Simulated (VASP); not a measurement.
# MnHg (P4/mmm) in VASP: single point with LDA

Aim: the single point of MnHg with LDA.

Everything below comes from runs of VASP 6.6.1. Logs are shortened: lines on timing, memory, paths and dates and some standing lists are left out, and cuts for length are marked.

**1. The cell of the first run**

The structure is tetragonal, space group P4/mmm (No. 123). The conventional cell has a = 3.288 Å, b = 3.288 Å, c = 3.313 Å, α = 90.00°, β = 90.00°, γ = 90.00°. Within 3.8 Å of Mn (site symmetry 4/mmm) lie 8 Hg at 2.85 Å and 6 Mn at 3.29 to 3.31 Å. Hg (site symmetry 4/mmm) has 8 Mn at 2.85 Å and 6 Hg at 3.29 to 3.31 Å within 3.8 Å.

**2. Single point, LDA, collinear spin, ferromagnetic start**

The input, INCAR:

```
  PREC = Accurate
  ENCUT = 520
  EDIFF = 1E-6
  ISMEAR = -1
  SIGMA = 0.05
  LREAL = F
  LASPH = T
  NELM = 150
  ALGO = Normal
  ISIF = 2
  LWAVE = F
  LCHARG = T
  ISPIN = 2
  MAGMOM = 4 0
  LORBIT = 11
  LMAXMIX = 4
  LELF = T
  LVHAR = T
  NBANDS = 24
```

The input, KPOINTS:

```
regular mesh
0
Gamma
  10 10 10
```

The input, POSCAR:

```
MnHg
1.0
    3.2880000000      0.0000000000      0.0000000000
    0.0000000000      3.2880000000      0.0000000000
    0.0000000000      0.0000000000      3.3130000000
Mn Hg
1 1
Direct
    0.5000000000      0.5000000000      0.5000000000
    0.0000000000      0.0000000000      0.0000000000
```

Potentials or basis: VASP PAW LDA potentials, release 64 (Mn_pv, Hg).

Command:

```console
$ cat potpaw_LDA.64/Mn_pv/POTCAR potpaw_LDA.64/Hg/POTCAR > POTCAR
$ mpirun -np 1 vasp_std > vasp.out
```

OUTCAR:

```text
PREC = Accurate
   ENCUT = 520
   EDIFF = 1E-6
   ISMEAR = -1
   LREAL = F
   LASPH = T
   NELM = 150
   ISIF = 2
   ISPIN = 2
   LORBIT = 11

 ion  position               nearest neighbor table
   1  0.500  0.500  0.500-   2 2.85   2 2.85   2 2.85   2 2.85   2 2.85   2 2.85   2 2.85   2 2.85

   2  0.000  0.000  0.000-   1 2.85   1 2.85   1 2.85   1 2.85   1 2.85   1 2.85   1 2.85   1 2.85

  LATTYP: Found a simple tetragonal cell.
 ALAT       =     3.2880000000
 C/A-ratio  =     1.0076034063

  Lattice vectors:

 A1 = (   3.2880000000,   0.0000000000,   0.0000000000)
 A2 = (   0.0000000000,   3.2880000000,   0.0000000000)
 A3 = (   0.0000000000,   0.0000000000,   3.3130000000)

Analysis of symmetry for initial positions (statically):
=====================================================================
 Subroutine PRICEL returns:
 Original cell was already a primitive cell.

 Routine SETGRP: Setting up the symmetry group for a
 simple tetragonal supercell.

 Subroutine GETGRP returns: Found 16 space group operations
 (whereof 16 operations were pure point group operations)
 out of a pool of 16 trial point group operations.

The static configuration has the point symmetry D_4h.

Analysis of symmetry for dynamics (positions and initial velocities):
=====================================================================
 Subroutine PRICEL returns:
 Original cell was already a primitive cell.

 Routine SETGRP: Setting up the symmetry group for a
 simple tetragonal supercell.

 Subroutine GETGRP returns: Found 16 space group operations
 (whereof 16 operations were pure point group operations)
 out of a pool of 16 trial point group operations.

The dynamic configuration has the point symmetry D_4h.

Analysis of structural, dynamic, and magnetic symmetry:
=====================================================================
 Subroutine PRICEL returns:
 Original cell was already a primitive cell.

 Routine SETGRP: Setting up the symmetry group for a
 simple tetragonal supercell.

 Subroutine GETGRP returns: Found 16 space group operations
 (whereof 16 operations were pure point group operations)
 out of a pool of 16 trial point group operations.

The overall configuration has the point symmetry D_4h.

 Subroutine INISYM returns: Found 16 space group operations
 (whereof 16 operations are pure point group operations),
 and found     1 'primitive' translations

----------------------------------------------------------------------------------------

                                     Primitive cell

  volume of cell :      35.8167

  direct lattice vectors                    reciprocal lattice vectors
     3.288000000  0.000000000  0.000000000     0.304136253  0.000000000  0.000000000
     0.000000000  3.288000000  0.000000000     0.000000000  0.304136253  0.000000000
     0.000000000  0.000000000  3.313000000     0.000000000  0.000000000  0.301841232

  length of vectors
     3.288000000  3.288000000  3.313000000     0.304136253  0.304136253  0.301841232

  position of ions in fractional coordinates (direct lattice)
     0.500000000  0.500000000  0.500000000
     0.000000000  0.000000000  0.000000000

  ion indices of the primitive-cell ions
   primitive index   ion index
                 1           1
                 2           2

----------------------------------------------------------------------------------------

 KPOINTS: regular mesh

Automatic generation of k-mesh.
 Grid dimensions read from file:
 generate k-points for:   10   10   10

 Generating k-lattice:

  Cartesian coordinates                     Fractional coordinates (reciprocal lattice)
     0.030413625  0.000000000  0.000000000     0.100000000  0.000000000  0.000000000
     0.000000000  0.030413625  0.000000000     0.000000000  0.100000000  0.000000000
     0.000000000  0.000000000  0.030184123     0.000000000  0.000000000  0.100000000

  Length of vectors
     0.030413625  0.030413625  0.030184123

  Shift w.r.t. Gamma in fractional coordinates (k-lattice)
     0.000000000  0.000000000  0.000000000

 Subroutine IBZKPT returns following result:
 ===========================================

 Found    126 irreducible k-points:

 Following reciprocal coordinates:
            Coordinates               Weight
  0.000000  0.000000  0.000000      1.000000
  0.100000  0.000000  0.000000      4.000000
  0.200000  0.000000  0.000000      4.000000
  0.300000  0.000000  0.000000      4.000000
  0.400000  0.000000  0.000000      4.000000
  0.500000  0.000000  0.000000      2.000000
[... 16 lines left out ...]
  0.100000  0.000000  0.100000      8.000000
  0.200000  0.000000  0.100000      8.000000
 [... further k-points ...]
   k-points           NKPTS =    126   k-points in BZ     NKDIM =    126   number of bands    NBANDS=     24
   number of dos      NEDOS =    301   number of ions     NIONS =      2
   total plane-waves  NPLWV =  16128
   dimension x,y,z NGX =    24 NGY =   24 NGZ =   28
   dimension x,y,z NGXF=    48 NGYF=   48 NGZF=   56
   ions per type =               1   1
   NGX,Y,Z   is equivalent  to a cutoff of  12.13, 12.13, 14.05 a.u.
   NGXF,Y,Z  is equivalent  to a cutoff of  24.27, 24.27, 28.10 a.u.
 SYSTEM =  unknown system
   PREC   = accura    normal or accurate (medium, high low for compatibility)
   ISTART =      0    job   : 0-new  1-cont  2-samecut
   ICHARG =      2    charge: 1-file 2-atom 10-const
   ISPIN  =      2    spin polarized calculation?
   LNONCOLLINEAR =      F non collinear calculations
   LSORBIT =      F    spin-orbit coupling
   LASPH  =      T    aspherical Exc in radial PAW
   ENCUT  =  520.0 eV  38.22 Ry    6.18 a.u.   6.11  6.11  6.16*2*pi/ulx,y,z
   NELM   =    150;   NELMIN=  2; NELMDL= -5     # of ELM steps
   EDIFF  = 0.1E-05   stopping-criterion for ELM
   LREAL  =      F    real-space projection
   EDIFFG = 0.1E-04   stopping-criterion for IOM
   NSW    =      0    number of steps for IOM
   IBRION =     -1    ionic relax: 0-MD 1-quasi-New 2-CG
   NFREE  =      0    steps in history (QN), initial steepest desc. (CG)
   ISIF   =      2    stress and relaxation
   ISYM   =      2    0-nonsym 1-usesym 2-fastsym
   POTIM  = 0.5000    time-step for ionic-motion
   TEBEG  =    0.0;   TEEND  =   0.0 temperature during run
   PSTRESS=    0.0 pullay stress
   NELECT =      25.0000    total number of electrons
   NUPDOWN=      -1.0000    fix difference up-down
   EMIN   =  10.00;   EMAX   =-10.00  energy-range for DOS
   EFERMI =   0.00;   METHOD = LEGACY
   ISMEAR =    -1;   SIGMA  =   0.05  broadening in eV -4-tet -1-fermi 0-gaus
   EFERMI_NEDOS =   21; number of points for ismear=-14 and -15
   IALGO  =     38    algorithm
   IMIX   =      4    mixing-type and parameters
     AMIX     =   0.40;   BMIX     =  1.00
     AMIX_MAG =   1.60;   BMIX_MAG =  1.00
  volume/ion in A,a.u.               =      17.91       120.85
  Fermi-wavevector in a.u.,A,eV,Ry     =   1.452200  2.744260 28.693127  2.108885
  Thomas-Fermi vector in A             =   2.569610
   LORBIT       =     11    0 simple, 1 ext, 2 COOP (PROOUT), +10 PAW based schemes
   GGA     = CA    functional components
   LHFCALC =     F    Hartree Fock is set to
   AEXX    =    0.0000 exact exchange contribution
   IVDW    =     0    specifies the selected vdW correction
   LEPSILON=     F    determine dielectric tensor
   LRPA    =     F    only Hartree local field effects (RPA)
 spin polarized calculation
  energy-cutoff  :      520.00
  volume of cell :       35.82
 maximum number of plane-waves:       984
   NGX = 13   NGY = 13   NGZ = 13

 number of electron      25.0000001 magnetization       3.7078927

 Free energy of the ion-electron system (eV)
  ---------------------------------------------------
  ext. energy  EPLUGINS =         0.00000000
  ---------------------------------------------------
  free energy    TOTEN  =        -9.92466774 eV

  energy without entropy =       -9.90435570  energy(sigma->0) =       -9.91451172

 E-fermi :   5.2908     XC(G=0): -12.0855

 val. band max:        5.2903441159   @ k =   0.2000   0.2000   0.0000
 cond. band min:       5.2910936926   @ k =   0.2000   0.2000   0.4000
 fundamental gap:      0.0007495767
 Fermi energy:         5.2907786237

 spin component 1

 k-point     1 :       0.0000    0.0000    0.0000
  band No.  band energies     occupation
      1     -43.9734      1.00000
      2     -43.9668      1.00000
      3     -43.9668      1.00000
      4      -4.3507      1.00000
      5      -2.9227      1.00000
      6      -2.9102      1.00000
[... 16 lines left out ...]
     23      22.6064      0.00000
     24      26.3888      0.00000

 k-point     2 :       0.1000    0.0000    0.0000
  band No.  band energies     occupation
      1     -43.9733      1.00000
      2     -43.9686      1.00000
      3     -43.9667      1.00000
      4      -4.1920      1.00000
      5      -2.8871      1.00000
      6      -2.8417      1.00000
[... 16 lines left out ...]
     23      22.6049      0.00000
     24      24.6068      0.00000

 k-point     3 :       0.2000    0.0000    0.0000
  band No.  band energies     occupation
      1     -43.9734      1.00000
      2     -43.9730      1.00000
      3     -43.9664      1.00000
      4      -3.7594      1.00000
      5      -2.8143      1.00000
      6      -2.5914      1.00000
[... 16 lines left out ...]
     23      21.9542      0.00000
     24      22.1867      0.00000
[... 514 lines left out ...]
 k-point    23 :       0.1000    0.0000    0.1000
  band No.  band energies     occupation
      1     -43.9749      1.00000
      2     -43.9685      1.00000
      3     -43.9666      1.00000
      4      -4.0393      1.00000
      5      -2.8433      1.00000
      6      -2.7873      1.00000
[... 16 lines left out ...]
     23      22.6561      0.00000
     24      24.5873      0.00000

 k-point    24 :       0.2000    0.0000    0.1000
  band No.  band energies     occupation
      1     -43.9746      1.00000
      2     -43.9733      1.00000
      3     -43.9662      1.00000
      4      -3.6183      1.00000
      5      -2.7578      1.00000
      6      -2.5599      1.00000
[... 16 lines left out ...]
     23      22.1267      0.00000
     24      23.9623      0.00000

 [... further k-points ...]

 spin component 2

 k-point     1 :       0.0000    0.0000    0.0000
  band No.  band energies     occupation
      1     -40.4590      1.00000
      2     -40.4547      1.00000
      3     -40.4547      1.00000
      4      -4.0746      1.00000
      5      -2.8763      1.00000
      6      -2.8614      1.00000
[... 16 lines left out ...]
     23      22.8087      0.00000
     24      27.0918      0.00000

 k-point     2 :       0.1000    0.0000    0.0000
  band No.  band energies     occupation
      1     -40.4589      1.00000
      2     -40.4570      1.00000
      3     -40.4546      1.00000
      4      -3.9174      1.00000
      5      -2.8443      1.00000
      6      -2.7944      1.00000
[... 16 lines left out ...]
     23      22.8506      0.00000
     24      25.1491      0.00000

 k-point     3 :       0.2000    0.0000    0.0000
  band No.  band energies     occupation
      1     -40.4630      1.00000
      2     -40.4585      1.00000
      3     -40.4542      1.00000
      4      -3.5057      1.00000
      5      -2.7860      1.00000
      6      -2.5251      1.00000
[... 16 lines left out ...]
     23      22.4465      0.00000
     24      22.7118      0.00000
[... 514 lines left out ...]
 k-point    23 :       0.1000    0.0000    0.1000
  band No.  band energies     occupation
      1     -40.4610      1.00000
      2     -40.4569      1.00000
      3     -40.4545      1.00000
      4      -3.7658      1.00000
      5      -2.8024      1.00000
      6      -2.7428      1.00000
[... 16 lines left out ...]
     23      22.9238      0.00000
     24      25.1807      0.00000

 k-point    24 :       0.2000    0.0000    0.1000
  band No.  band energies     occupation
      1     -40.4628      1.00000
      2     -40.4605      1.00000
      3     -40.4541      1.00000
      4      -3.3656      1.00000
      5      -2.7255      1.00000
      6      -2.5009      1.00000
[... 16 lines left out ...]
     23      22.6349      0.00000
     24      24.4050      0.00000

 [... further k-points ...]

------------------------ aborting loop because EDIFF is reached ----------------------------------------

  FORCE on cell =-STRESS in cart. coord.  units (eV):
  Direction    XX          YY          ZZ          XY          YZ          ZX
  --------------------------------------------------------------------------------------
  -------------------------------------------------------------------------------------
  Total       -1.9454660     -1.9454660     -1.9429376      0.0000000      0.0000000      0.0000000
  in kB      -87.0260315    -87.0260315    -86.9129283      0.0000000      0.0000000      0.0000000
  external PRESSURE =     -86.9883304 kB  Pullay stress =       0.0000000 kB

 VOLUME and BASIS-vectors are now :
 -----------------------------------------------------------------------------
  energy-cutoff  :      520.00
  volume of cell :       35.82
      direct lattice vectors                 reciprocal lattice vectors
     3.288000000  0.000000000  0.000000000     0.304136253  0.000000000  0.000000000
     0.000000000  3.288000000  0.000000000     0.000000000  0.304136253  0.000000000
     0.000000000  0.000000000  3.313000000     0.000000000  0.000000000  0.301841232

 POSITION                                       TOTAL-FORCE (eV/Angst)
 -----------------------------------------------------------------------------------
      1.64400      1.64400      1.65650         0.000000      0.000000      0.000000
      0.00000      0.00000      0.00000         0.000000      0.000000      0.000000
 -----------------------------------------------------------------------------------
    total drift:                                0.000000      0.000000     -0.000000

  FREE ENERGIE OF THE ION-ELECTRON SYSTEM (eV)
  ---------------------------------------------------
  free  energy   TOTEN  =        -9.9246677356 eV

  energy  without entropy=       -9.9043557024  energy(sigma->0) =       -9.91451172

 total charge

# of ion       s       p       d       tot
------------------------------------------
    1        0.252   6.174   5.022  11.448
    2        0.816   0.522   9.256  10.594
--------------------------------------------------
tot          1.068   6.696  14.278  22.042

 magnetization (x)

# of ion       s       p       d       tot
------------------------------------------
    1        0.017   0.009   3.575   3.601
    2       -0.042  -0.046   0.044  -0.044
--------------------------------------------------
tot         -0.024  -0.037   3.618   3.557
```

It took 1.9 min on 1 thread of Intel Xeon Platinum 8375C at 2.90GHz (Ice Lake), shared host; peak memory 0.26 GiB.

Results:

```yaml
Free_energy: -9.9247 eV
Pressure: -8.7 GPa
Net_moment: 3.71 μB per cell
Site_moments: Mn +3.60; Hg -0.04 μB
Valence_electrons_inside_the_program's_atomic_spheres: Mn 11.45; Hg 10.59
```

Caveat: spin-orbit coupling is left out, which moves the levels of the heavy elements.
